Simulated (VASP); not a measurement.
TaCl3F:

```
Ta Cl F
1.0
     4.90848    0.00000    0.00000
     0.00000    4.90848    0.00000
     0.00000    0.00000    4.93571
Ta Cl F
1 3 1
Direct
  0.50000 0.50000 0.51200
  0.50000 0.50000 0.97400
  0.00000 0.50000 0.50000
  0.50000 0.00000 0.50000
  0.00000 0.00000 0.00000
```

The cell was built from a structure type or drawn by symmetry, and may not be a known phase.

| Property | Result |
| --- | --- |
| Program | VASP 6.6.1 |
| Task | relaxation of cell and atoms |
| Functional | PBE |
| Potentials or basis | VASP PAW PBE potentials, release 64 (Ta_pv, Cl, F) |
| Cutoff | 600 eV |
| k mesh | 3 × 3 × 3 |
| Occupations | gaussian, width 0.15 eV |
| Spin | no spin polarisation |

At the start: pressure -4.8 GPa; volume 23.78 Å³/atom.

Question: Where does the relaxation end?

Answer: Over 6 steps the energy falls by 60.3 meV/atom and the volume is 21.51 Å³/atom (-9.5 %); space group P4mm (No. 99, to 0.1 Å) before, Pm-3m (No. 221, to 0.1 Å).

The path:
| step | energy change (eV) | largest force (eV/Å) | pressure (GPa) | volume (Å³) |
| --- | --- | --- | --- | --- |
| 1 | 0.0000 | 0.8873 | -4.83 | 118.92 |
| 2 | -0.2434 | 0.8859 | 0.73 | 106.98 |
| 3 | -0.2434 | 0.8865 | 0.69 | 107.04 |
| 4 | -0.2930 | 0.2016 | 0.46 | 106.55 |
| 5 | -0.2963 | 0.0739 | 0.55 | 106.38 |
| 6 | -0.3013 | 0.0477 | -0.30 | 107.56 |

Final structure:
```
Ta Cl F
1.0
     4.75113    0.00000    0.00000
     0.00000    4.75113    0.00000
     0.00000    0.00000    4.76495
Ta Cl F
1 3 1
Direct
  0.50000 0.50000 0.49533
  0.50000 0.50000 0.99649
  0.00000 0.50000 0.49690
  0.50000 0.00000 0.49690
  0.00000 0.00000 0.00038
```

Caveat: the k points lie up to 0.44 Å⁻¹ apart in the final cell, too coarse for converged energies and pressures of a metal; an odd number of electrons without spin polarisation forces a metal; a magnetic or distorted state may lie lower; the relaxation stopped at a loose force limit of 0.08 eV/Å, so its end isn't a converged minimum.
